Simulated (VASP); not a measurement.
# TaRu (Pm-3m) in VASP: further runs

TaRu is run at these levels: LDA; tasks: single point.

Program: VASP 6.6.1. These are calculated values, not measurements. Logs are shortened: lines on timing, memory, paths and dates and some standing lists are left out, and cuts for length are marked.

### Step 1. The cell of the first run

It takes space group Pm-3m (No. 221, cubic). The conventional cell has a = 3.069 Å, b = 3.069 Å, c = 3.069 Å, α = 90.00°, β = 90.00°, γ = 90.00°. Within 3.5 Å of Ta (site symmetry m-3m) lie 8 Ru at 2.66 Å and 6 Ta at 3.07 Å. Within 3.5 Å of Ru (site symmetry m-3m) lie 8 Ta at 2.66 Å and 6 Ru at 3.07 Å.

### Step 2. Single point, LDA

Input file INCAR:

```
PREC = Accurate
ENCUT = 520
EDIFF = 1E-6
ISMEAR = -1
SIGMA = 0.05
LREAL = False
LASPH = True
NELM = 100
ALGO = Normal
ISIF = 2
LWAVE = False
LCHARG = False
NBANDS = 20
```

Input file KPOINTS:

```
Automatic mesh
0
Gamma
  11 11 11
```

Input file POSCAR:

```
TaRu
1.0
    3.0691382063      0.0000000000      0.0000000000
    0.0000000000      3.0691382063      0.0000000000
    0.0000000000      0.0000000000      3.0691382063
Ta Ru
1 1
Direct
    0.5000000000      0.5000000000      0.5000000000
    0.0000000000      0.0000000000      0.0000000000
```

Potentials or basis: VASP PAW LDA potentials, release 64 (Ta_pv, Ru_pv).

Run with:

```console
cat potpaw_LDA.64/Ta_pv/POTCAR potpaw_LDA.64/Ru_pv/POTCAR > POTCAR
mpirun -np 1 vasp_std > vasp.out
```

OUTCAR:

```text
PREC = Accurate
   ENCUT = 520
   EDIFF = 1E-6
   ISMEAR = -1
   LREAL = False
   LASPH = True
   NELM = 100
   ISIF = 2

 ion  position               nearest neighbor table
   1  0.500  0.500  0.500-   2 2.66   2 2.66   2 2.66   2 2.66   2 2.66   2 2.66   2 2.66   2 2.66

   2  0.000  0.000  0.000-   1 2.66   1 2.66   1 2.66   1 2.66   1 2.66   1 2.66   1 2.66   1 2.66

  LATTYP: Found a simple cubic cell.
 ALAT       =     3.0691382063

  Lattice vectors:

 A1 = (   3.0691382063,   0.0000000000,   0.0000000000)
 A2 = (   0.0000000000,   3.0691382063,   0.0000000000)
 A3 = (   0.0000000000,   0.0000000000,   3.0691382063)

Analysis of symmetry for initial positions (statically):
=====================================================================
 Subroutine PRICEL returns:
 Original cell was already a primitive cell.

 Routine SETGRP: Setting up the symmetry group for a
 simple cubic supercell.

 Subroutine GETGRP returns: Found 48 space group operations
 (whereof 48 operations were pure point group operations)
 out of a pool of 48 trial point group operations.

The static configuration has the point symmetry O_h .

Analysis of symmetry for dynamics (positions and initial velocities):
=====================================================================
 Subroutine PRICEL returns:
 Original cell was already a primitive cell.

 Routine SETGRP: Setting up the symmetry group for a
 simple cubic supercell.

 Subroutine GETGRP returns: Found 48 space group operations
 (whereof 48 operations were pure point group operations)
 out of a pool of 48 trial point group operations.

The dynamic configuration has the point symmetry O_h .

 Subroutine INISYM returns: Found 48 space group operations
 (whereof 48 operations are pure point group operations),
 and found     1 'primitive' translations

----------------------------------------------------------------------------------------

                                     Primitive cell

  volume of cell :      28.9101

  direct lattice vectors                    reciprocal lattice vectors
     3.069138206  0.000000000  0.000000000     0.325824363  0.000000000  0.000000000
     0.000000000  3.069138206  0.000000000     0.000000000  0.325824363  0.000000000
     0.000000000  0.000000000  3.069138206     0.000000000  0.000000000  0.325824363

  length of vectors
     3.069138206  3.069138206  3.069138206     0.325824363  0.325824363  0.325824363

  position of ions in fractional coordinates (direct lattice)
     0.500000000  0.500000000  0.500000000
     0.000000000  0.000000000  0.000000000

  ion indices of the primitive-cell ions
   primitive index   ion index
                 1           1
                 2           2

----------------------------------------------------------------------------------------

 KPOINTS: Automatic mesh

Automatic generation of k-mesh.
 Grid dimensions read from file:
 generate k-points for:   11   11   11

 Generating k-lattice:

  Cartesian coordinates                     Fractional coordinates (reciprocal lattice)
     0.029620397  0.000000000  0.000000000     0.090909091  0.000000000  0.000000000
     0.000000000  0.029620397  0.000000000     0.000000000  0.090909091  0.000000000
     0.000000000  0.000000000  0.029620397     0.000000000  0.000000000  0.090909091

  Length of vectors
     0.029620397  0.029620397  0.029620397

  Shift w.r.t. Gamma in fractional coordinates (k-lattice)
     0.000000000  0.000000000  0.000000000

 Subroutine IBZKPT returns following result:
 ===========================================

 Found     56 irreducible k-points:

 Following reciprocal coordinates:
            Coordinates               Weight
  0.000000  0.000000  0.000000      1.000000
  0.090909  0.000000  0.000000      6.000000
  0.181818  0.000000  0.000000      6.000000
  0.272727  0.000000  0.000000      6.000000
  0.363636  0.000000  0.000000      6.000000
  0.454545  0.000000  0.000000      6.000000
[... 16 lines left out ...]
  0.181818  0.090909  0.090909     24.000000
  0.272727  0.090909  0.090909     24.000000
 [... further k-points ...]
   k-points           NKPTS =     56   k-points in BZ     NKDIM =     56   number of bands    NBANDS=     20
   number of dos      NEDOS =    301   number of ions     NIONS =      2
   total plane-waves  NPLWV =  13824
   dimension x,y,z NGX =    24 NGY =   24 NGZ =   24
   dimension x,y,z NGXF=    48 NGYF=   48 NGZF=   48
   ions per type =               1   1
   NGX,Y,Z   is equivalent  to a cutoff of  13.00, 13.00, 13.00 a.u.
   NGXF,Y,Z  is equivalent  to a cutoff of  26.00, 26.00, 26.00 a.u.
 SYSTEM =  unknown system
   PREC   = accura    normal or accurate (medium, high low for compatibility)
   ISTART =      0    job   : 0-new  1-cont  2-samecut
   ICHARG =      2    charge: 1-file 2-atom 10-const
   ISPIN  =      1    spin polarized calculation?
   LNONCOLLINEAR =      F non collinear calculations
   LSORBIT =      F    spin-orbit coupling
   LASPH  =      T    aspherical Exc in radial PAW
   ENCUT  =  520.0 eV  38.22 Ry    6.18 a.u.   5.71  5.71  5.71*2*pi/ulx,y,z
   NELM   =    100;   NELMIN=  2; NELMDL= -5     # of ELM steps
   EDIFF  = 0.1E-05   stopping-criterion for ELM
   LREAL  =      F    real-space projection
   EDIFFG = 0.1E-04   stopping-criterion for IOM
   NSW    =      0    number of steps for IOM
   IBRION =     -1    ionic relax: 0-MD 1-quasi-New 2-CG
   NFREE  =      0    steps in history (QN), initial steepest desc. (CG)
   ISIF   =      2    stress and relaxation
   ISYM   =      2    0-nonsym 1-usesym 2-fastsym
   POTIM  = 0.5000    time-step for ionic-motion
   TEBEG  =    0.0;   TEEND  =   0.0 temperature during run
   PSTRESS=    0.0 pullay stress
   NELECT =      25.0000    total number of electrons
   NUPDOWN=      -1.0000    fix difference up-down
   EMIN   =  10.00;   EMAX   =-10.00  energy-range for DOS
   EFERMI =   0.00;   METHOD = LEGACY
   ISMEAR =    -1;   SIGMA  =   0.05  broadening in eV -4-tet -1-fermi 0-gaus
   EFERMI_NEDOS =   21; number of points for ismear=-14 and -15
   IALGO  =     38    algorithm
   IMIX   =      4    mixing-type and parameters
     AMIX     =   0.40;   BMIX     =  1.00
     AMIX_MAG =   1.60;   BMIX_MAG =  1.00
  volume/ion in A,a.u.               =      14.46        97.55
  Fermi-wavevector in a.u.,A,eV,Ry     =   1.559690  2.947387 33.097995  2.432634
  Thomas-Fermi vector in A             =   2.663012
   LORBIT       =      0    0 simple, 1 ext, 2 COOP (PROOUT), +10 PAW based schemes
   GGA     = CA    functional components
   LHFCALC =     F    Hartree Fock is set to
   AEXX    =    0.0000 exact exchange contribution
   IVDW    =     0    specifies the selected vdW correction
   LEPSILON=     F    determine dielectric tensor
   LRPA    =     F    only Hartree local field effects (RPA)
 non-spin polarized calculation
  energy-cutoff  :      520.00
  volume of cell :       28.91
 maximum number of plane-waves:       792
 NGX is ok and might be reduce to    24

 number of electron      25.0000011 magnetization

 Free energy of the ion-electron system (eV)
  ---------------------------------------------------
  ext. energy  EPLUGINS =         0.00000000
  ---------------------------------------------------
  free energy    TOTEN  =       -23.94000316 eV

  energy without entropy =      -23.91799899  energy(sigma->0) =      -23.92900107

 E-fermi :  10.7328     XC(G=0): -13.9857

 val. band max:       10.6953647751   @ k =   0.4545   0.3636   0.3636
 cond. band min:      10.7438920452   @ k =   0.3636   0.2727   0.0909
 fundamental gap:      0.0485272701
 Fermi energy:        10.7328166262

 k-point     1 :       0.0000    0.0000    0.0000
  band No.  band energies     occupation
      1     -32.4789      2.00000
      2     -32.4789      2.00000
      3     -32.4789      2.00000
      4     -23.9307      2.00000
      5     -23.9307      2.00000
      6     -23.9307      2.00000
[... 12 lines left out ...]
     19      19.5325      0.00000
     20      19.5325      0.00000

 k-point     2 :       0.0909    0.0000    0.0000
  band No.  band energies     occupation
      1     -32.4901      2.00000
      2     -32.4764      2.00000
      3     -32.4764      2.00000
      4     -23.9721      2.00000
      5     -23.9315      2.00000
      6     -23.9315      2.00000
[... 12 lines left out ...]
     19      20.4489      0.00000
     20      20.4489      0.00000

 k-point     3 :       0.1818    0.0000    0.0000
  band No.  band energies     occupation
      1     -32.5201      2.00000
      2     -32.4697      2.00000
      3     -32.4697      2.00000
      4     -24.0818      2.00000
      5     -23.9336      2.00000
      6     -23.9336      2.00000
[... 12 lines left out ...]
     19      20.5421      0.00000
     20      22.3495      0.00000

 k-point     4 :       0.2727    0.0000    0.0000
  band No.  band energies     occupation
      1     -32.5591      2.00000
      2     -32.4609      2.00000
      3     -32.4609      2.00000
      4     -24.2225      2.00000
      5     -23.9364      2.00000
      6     -23.9364      2.00000
[... 12 lines left out ...]
     19      20.5421      0.00000
     20      22.9536      0.00000

 k-point     5 :       0.3636    0.0000    0.0000
  band No.  band energies     occupation
      1     -32.5947      2.00000
      2     -32.4528      2.00000
      3     -32.4528      2.00000
      4     -24.3492      2.00000
      5     -23.9391      2.00000
      6     -23.9391      2.00000
[... 12 lines left out ...]
     19      20.5421      0.00000
     20      22.9535      0.00000

 k-point     6 :       0.4545    0.0000    0.0000
  band No.  band energies     occupation
      1     -32.6157      2.00000
      2     -32.4479      2.00000
      3     -32.4479      2.00000
      4     -24.4233      2.00000
      5     -23.9406      2.00000
      6     -23.9406      2.00000
[... 12 lines left out ...]
     19      20.5419      0.00000
     20      22.9533      0.00000

 k-point     7 :       0.0909    0.0909    0.0000
  band No.  band energies     occupation
      1     -32.4921      2.00000
      2     -32.4839      2.00000
      3     -32.4740      2.00000
      4     -23.9830      2.00000
      5     -23.9606      2.00000
      6     -23.9319      2.00000
[... 12 lines left out ...]
     19      20.1637      0.00000
     20      20.5437      0.00000
[... 277 lines left out ...]
 k-point    20 :       0.4545    0.3636    0.0000
  band No.  band energies     occupation
      1     -32.6375      2.00000
      2     -32.6115      2.00000
      3     -32.4337      2.00000
      4     -24.3043      2.00000
      5     -24.2297      2.00000
      6     -23.9008      2.00000
[... 12 lines left out ...]
     19      20.5409      0.00000
     20      21.5102      0.00000

 k-point    21 :       0.4545    0.4545    0.0000
  band No.  band energies     occupation
      1     -32.6424      2.00000
      2     -32.6402      2.00000
      3     -32.4311      2.00000
      4     -24.2847      2.00000
      5     -24.2789      2.00000
      6     -23.8934      2.00000
[... 12 lines left out ...]
     19      20.5406      0.00000
     20      21.0986      0.00000

 k-point    22 :       0.0909    0.0909    0.0909
  band No.  band energies     occupation
      1     -32.4894      2.00000
      2     -32.4894      2.00000
      3     -32.4788      2.00000
      4     -23.9908      2.00000
      5     -23.9616      2.00000
      6     -23.9616      2.00000
[... 12 lines left out ...]
     19      20.3422      0.00000
     20      20.5341      0.00000

 k-point    23 :       0.1818    0.0909    0.0909
  band No.  band energies     occupation
      1     -32.5194      2.00000
      2     -32.4824      2.00000
      3     -32.4765      2.00000
      4     -24.0808      2.00000
      5     -23.9707      2.00000
      6     -23.9643      2.00000
[... 12 lines left out ...]
     19      20.5415      0.00000
     20      21.7366      0.00000

 k-point    24 :       0.2727    0.0909    0.0909
  band No.  band energies     occupation
      1     -32.5601      2.00000
      2     -32.4731      2.00000
      3     -32.4719      2.00000
      4     -24.2125      2.00000
      5     -23.9679      2.00000
      6     -23.9664      2.00000
[... 12 lines left out ...]
     19      20.5419      0.00000
     20      22.9411      0.00000

 [... further k-points ...]
[... 5 lines left out ...]
  --------------------------------------------------------------------------------------
  -------------------------------------------------------------------------------------
  Total        2.9581544      2.9581544      2.9581544     -0.0000000     -0.0000000     -0.0000000
  in kB      163.9389231    163.9389231    163.9389231     -0.0000000     -0.0000000     -0.0000000
  external PRESSURE =     163.9389231 kB  Pullay stress =       0.0000000 kB

 VOLUME and BASIS-vectors are now :
 -----------------------------------------------------------------------------
  energy-cutoff  :      520.00
  volume of cell :       28.91
      direct lattice vectors                 reciprocal lattice vectors
     3.069138206  0.000000000  0.000000000     0.325824363  0.000000000  0.000000000
     0.000000000  3.069138206  0.000000000     0.000000000  0.325824363  0.000000000
     0.000000000  0.000000000  3.069138206     0.000000000  0.000000000  0.325824363

 POSITION                                       TOTAL-FORCE (eV/Angst)
 -----------------------------------------------------------------------------------
      1.53457      1.53457      1.53457         0.000000      0.000000      0.000000
      0.00000      0.00000      0.00000         0.000000      0.000000      0.000000
 -----------------------------------------------------------------------------------
    total drift:                                0.000000      0.000000     -0.000000

  FREE ENERGIE OF THE ION-ELECTRON SYSTEM (eV)
  ---------------------------------------------------
  free  energy   TOTEN  =       -23.9400031625 eV

  energy  without entropy=      -23.9179989865  energy(sigma->0) =      -23.92900107
```

Run time: 10 s. Hardware: 1 thread of AMD EPYC 9R45 (Zen 5), shared host; peak memory 0.11 GiB.

Results:

```
Free energy : -23.9400 eV
Pressure    : 16.4 GPa
```

Levels at points of the mesh, in eV from the Fermi level:
```csv
k point,band 8,band 9,band 10,band 11,band 12,band 13,band 14,band 15,band 16,band 17
"(0.00, 0.00, 0.00)",-6.81,-6.81,-2.74,-2.74,-2.74,1.05,1.05,4.60,4.60,4.60
```

Caveat: spin-orbit coupling is left out, which moves the levels of the heavy elements.

### Step 3. Single point, LDA

Input file INCAR:

```
PREC = Accurate ; ENCUT = 520
EDIFF = 1E-6 ; ISMEAR = -1
SIGMA = 0.05 ; LREAL = False
LASPH = True ; NELM = 80
ALGO = Normal ; ISIF = 2
LWAVE = False ; LCHARG = False
GGA = CA ; NBANDS = 20
```

Input file KPOINTS:

```
regular mesh
0
Gamma
  11 11 11
```

POSCAR is that of step 2.

Potentials or basis: VASP PAW LDA potentials, release 64 (Ta_pv, Ru_pv).

Run with:

```console
cat potpaw_LDA.64/Ta_pv/POTCAR potpaw_LDA.64/Ru_pv/POTCAR > POTCAR
mpirun -np 1 vasp_std > vasp.out
```

OUTCAR:

```text
PREC = Accurate
   ENCUT = 520
   EDIFF = 1E-6
   ISMEAR = -1
   LREAL = False
   LASPH = True
   NELM = 80
   ISIF = 2
   GGA = CA

 ion  position               nearest neighbor table
   1  0.500  0.500  0.500-   2 2.66   2 2.66   2 2.66   2 2.66   2 2.66   2 2.66   2 2.66   2 2.66

   2  0.000  0.000  0.000-   1 2.66   1 2.66   1 2.66   1 2.66   1 2.66   1 2.66   1 2.66   1 2.66

  LATTYP: Found a simple cubic cell.
 ALAT       =     3.0691382063

  Lattice vectors:
[... 188 lines left out ...]
      1     -32.4789      2.00000
      2     -32.4789      2.00000
      3     -32.4789      2.00000
      4     -23.9307      2.00000
      5     -23.9307      2.00000
      6     -23.9307      2.00000
[... 541 lines left out ...]
     19      20.5419      0.00000
     20      22.9411      0.00000

 [... further k-points ...]
[... 5 lines left out ...]
  --------------------------------------------------------------------------------------
  -------------------------------------------------------------------------------------
  Total        2.9581544      2.9581544      2.9581544     -0.0000000     -0.0000000     -0.0000000
  in kB      163.9389231    163.9389231    163.9389231     -0.0000000     -0.0000000     -0.0000000
  external PRESSURE =     163.9389231 kB  Pullay stress =       0.0000000 kB

 VOLUME and BASIS-vectors are now :
 -----------------------------------------------------------------------------
  energy-cutoff  :      520.00
  volume of cell :       28.91
      direct lattice vectors                 reciprocal lattice vectors
     3.069138206  0.000000000  0.000000000     0.325824363  0.000000000  0.000000000
     0.000000000  3.069138206  0.000000000     0.000000000  0.325824363  0.000000000
     0.000000000  0.000000000  3.069138206     0.000000000  0.000000000  0.325824363

 POSITION                                       TOTAL-FORCE (eV/Angst)
 -----------------------------------------------------------------------------------
      1.53457      1.53457      1.53457         0.000000      0.000000      0.000000
      0.00000      0.00000      0.00000         0.000000      0.000000      0.000000
 -----------------------------------------------------------------------------------
    total drift:                                0.000000      0.000000     -0.000000

  FREE ENERGIE OF THE ION-ELECTRON SYSTEM (eV)
  ---------------------------------------------------
  free  energy   TOTEN  =       -23.9400031625 eV

  energy  without entropy=      -23.9179989865  energy(sigma->0) =      -23.92900107
```

OSZICAR:

```text
N       E                     dE             d eps       ncg     rms          rms(c)
DAV:   1     0.231642252399E+03    0.23164E+03   -0.13948E+04  2240   0.130E+03
DAV:   2    -0.191789908951E+02   -0.25082E+03   -0.24475E+03  2444   0.402E+02
DAV:   3    -0.250185886825E+02   -0.58396E+01   -0.57960E+01  2632   0.635E+01
DAV:   4    -0.250560656438E+02   -0.37477E-01   -0.37403E-01  2676   0.525E+00
DAV:   5    -0.250564725342E+02   -0.40689E-03   -0.40662E-03  2608   0.509E-01    0.217E+01
DAV:   6    -0.242263579134E+02    0.83011E+00   -0.19943E+00  2568   0.115E+01    0.919E+00
DAV:   7    -0.242158708632E+02    0.10487E-01   -0.25981E+00  2492   0.902E+00    0.589E+00
DAV:   8    -0.239447800366E+02    0.27109E+00   -0.13416E+00  2464   0.692E+00    0.657E-01
DAV:   9    -0.239401201913E+02    0.46598E-02   -0.14029E-02  2576   0.104E+00    0.137E-01
DAV:  10    -0.239400007460E+02    0.11945E-03   -0.36719E-04  2784   0.142E-01    0.532E-02
DAV:  11    -0.239400042941E+02   -0.35481E-05   -0.10495E-05  2568   0.252E-02    0.194E-02
DAV:  12    -0.239400031598E+02    0.11343E-05   -0.47202E-06  2576   0.149E-02    0.150E-03
DAV:  13    -0.239400031625E+02   -0.26957E-08   -0.72489E-08  1484   0.221E-03
   1 F= -.23940003E+02 E0= -.23929001E+02  d E =-.220042E-01
```

stdout:

```text
POSCAR found type information on POSCAR TaRu
 POSCAR found :  2 types and       2 ions
 scaLAPACK will be used
 LDA part: xc-table for (Slater(with rela. corr.)+CA(PZ))
 , standard interpolation
 POSCAR, INCAR and KPOINTS ok, starting setup
 FFT: planning ... GRIDC
 FFT: planning ... GRID_SOFT
 FFT: planning ... GRID
 WAVECAR not read
 entering main loop
```

Run time: 10 s. Hardware: 1 thread of AMD EPYC 9R45 (Zen 5), shared host; peak memory 0.12 GiB.

Results:

```
Free energy : -23.9400 eV
Pressure    : 16.4 GPa
```

Caveat: spin-orbit coupling is left out, which moves the levels of the heavy elements.
